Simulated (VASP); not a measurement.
Here is a VASP 6.6.1 calculation.

Contents of INCAR:

```
SYSTEM = Cd2HgTe3
PREC = Accurate ; ENCUT = 520
EDIFF = 1E-6 ; ISMEAR = 0
SIGMA = 0.1 ; LREAL = .False.
LASPH = .True. ; NELM = 100
ALGO = Normal ; ISIF = 2
LWAVE = .False. ; LCHARG = .False.
GGA = PE ; NBANDS = 36
```

The input KPOINTS:

```
Automatic mesh
0
Gamma
  12 12 4
  0 0 0
```

The input POSCAR:

```
Cd2HgTe3
1.0
    4.6899815949      0.0000000000      0.0000000000
   -2.3449907974      4.0616432044      0.0000000000
    0.0000000000      0.0000000000     11.4734976000
Cd Hg Te
2 1 3
Direct
    0.0000000000      0.0000000000      0.0005620000
    0.6666666667      0.3333333333      0.3333650000
    0.3333333333      0.6666666667      0.6666610000
    0.0000000000      0.0000000000      0.7506830000
    0.3333333333      0.6666666667      0.4156450000
    0.6666666667      0.3333333333      0.0830850000
```

Potentials or basis: VASP PAW PBE potentials, release 64 (Cd, Hg, Te).

The run is started by

```bash
$ cat potpaw_PBE.64/Cd/POTCAR potpaw_PBE.64/Hg/POTCAR potpaw_PBE.64/Te/POTCAR > POTCAR
$ mpirun -np 1 vasp_std > vasp.out
```

(1) Estimate the band gap on the k mesh.

(2) Predict the pressure.

(3) Predict the largest force.

## Answers

(1) zero (filled and empty bands touch).

(2) 0.1 GPa.

(3) 0.004 eV/Å.

Caveat: spin-orbit coupling is left out, which moves the levels of the heavy elements.
